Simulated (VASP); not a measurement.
Set up this calculation in VASP 6.6.1, as the native input.

```
Task                   : single point
Functional             : r2SCAN
Potentials or basis    : VASP PAW PBE potentials, release 64 (Mn_pv)
Cutoff                 : 520 eV
k mesh                 : 11 × 11 × 15
Occupations            : fermi-dirac, width 0.1 eV
Spin                   : no spin polarisation
Dipole correction      : no
Further INCAR settings : ALGO = Normal; EDIFF = 1e-06; NBANDS = 26
```

Crystal: Mn.

```
Mn
1.0
     3.97602    0.00000    0.00000
    -1.98801    3.44333    0.00000
     0.00000    0.00000    2.48195
Mn
3
Direct
  0.00000 0.00000 0.00000
  0.33333 0.66667 0.50000
  0.66667 0.33333 0.50000
```

This isn't the form of Mn at room conditions, which is a 58-atom cubic cell.

One way to write it, as run:

POSCAR

```
Mn
1.0
    3.9760153509      0.0000000000      0.0000000000
   -1.9880076754      3.4433302997      0.0000000000
    0.0000000000      0.0000000000      2.4819493165
Mn
3
Direct
    0.0000000000      0.0000000000      0.0000000000
    0.3333333333      0.6666666667      0.5000000000
    0.6666666667      0.3333333333      0.5000000000
```

INCAR.step1

```
SYSTEM = Mn
PREC = Accurate
ENCUT = 520
ISMEAR = -1
SIGMA = 0.1
LREAL = .FALSE.
LASPH = .TRUE.
NELM = 60
NBANDS = 26
GGA = PE
ALGO = Normal
EDIFF = 1E-4
LWAVE = .TRUE.
LCHARG = .FALSE.
```

INCAR.step2

```
SYSTEM = Mn
PREC = Accurate
ENCUT = 520
EDIFF = 1E-6
ISMEAR = -1
SIGMA = 0.1
LREAL = .FALSE.
LASPH = .TRUE.
NELM = 60
ALGO = Normal
ISIF = 2
LWAVE = .FALSE.
LCHARG = .FALSE.
METAGGA = R2SCAN
LMIXTAU = .TRUE.
NBANDS = 26
ISTART = 1
```

KPOINTS

```
Automatic mesh
0
G
  11 11 15
  0 0 0
```

Potentials or basis: VASP PAW PBE potentials, release 64 (Mn_pv).

Run with:

```sh
$ cat potpaw_PBE.64/Mn_pv/POTCAR > POTCAR
$ cp INCAR.step1 INCAR
$ mpirun -np 1 vasp_std > vasp.out
$ cp INCAR.step2 INCAR
$ mpirun -np 1 vasp_std > vasp.out
```

Results of the run:

The pressure is -19.2 GPa. The band gap on the k mesh is zero (an odd number of electrons rules out a gap without spin polarisation).

Caveat: the cell stands under tension; the PAW data sets were made with another functional, which shifts forces and pressure a little; the run has no spin polarisation, though such a crystal can be magnetic.

Run time: 10 min on 1 thread of Intel Xeon 8259CL, on a shared host, peak memory 0.21 GiB.
